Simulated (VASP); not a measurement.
Wanted: the native input for a VASP 6.6.1 run.

```
Task                   : single point
Functional             : PBEsol
Dispersion             : D3(BJ)
Potentials or basis    : VASP PAW PBE potentials, release 64 (W_sv, S)
Cutoff                 : 520 eV
k mesh                 : 12 × 12 × 4
Occupations            : gaussian, width 0.02 eV
Spin                   : no spin polarisation
Dipole correction      : no
Further INCAR settings : ALGO = Normal; EDIFF = 1e-06; NBANDS = 35
```

The structure of WS2 lies in POSCAR:

```
WS2
1.0
    3.1768832311      0.0000000000      0.0000000000
   -1.5884416155      2.7512615830      0.0000000000
    0.0000000000      0.0000000000     11.6980176994
W S
2 4
Direct
    0.3333333333      0.6666666667      0.7500000000
    0.6666666667      0.3333333333      0.2500000000
    0.3333333333      0.6666666667      0.1175440424
    0.6666666667      0.3333333333      0.6175440424
    0.3333333333      0.6666666667      0.3824559576
    0.6666666667      0.3333333333      0.8824559576
```

This cell differs from its parent crystal: biaxial strain in the a-b plane: +2.0 %, then relaxed in part.

One way to write it, as run:

INCAR

```
SYSTEM = WS2
  PREC = Accurate
  ENCUT = 520
  EDIFF = 1E-6
  ISMEAR = 0
  SIGMA = 0.02
  LREAL = .FALSE.
  LASPH = .TRUE.
  NELM = 60
  ALGO = Normal
  ISIF = 2
  LWAVE = .FALSE.
  LCHARG = .FALSE.
  GGA = PS
  IVDW = 12
  NBANDS = 35
```

KPOINTS

```
regular mesh
0
G
  12 12 4
  0 0 0
```

Potentials or basis: VASP PAW PBE potentials, release 64 (W_sv, S).

Command:

```sh
$ cat potpaw_PBE.64/W_sv/POTCAR potpaw_PBE.64/S/POTCAR > POTCAR
$ mpirun -np 1 vasp_std > vasp.out
```

Results of the run:

| Item | Value |
| --- | --- |
| Pressure | -3.9 GPa |
| Largest force | 0.018 eV/Å |
| Band gap on the k mesh | 0.68 eV, indirect (least direct gap 1.65 eV) |
| Dispersion energy per atom | -0.402 eV |

Caveat: the cell differs from its parent crystal (biaxial strain in the a-b plane: +2.0 %, then relaxed in part); the PAW data sets were made with another functional, which shifts forces and pressure a little; spin-orbit coupling is left out, which moves the levels of the heavy elements.

Run time: 2.8 min on 1 thread of Intel(R) Xeon(R) Platinum 8259CL CPU @ 2.50GHz (Skylake/Cascade Lake), with other jobs on the host, peak memory 0.32 GiB.
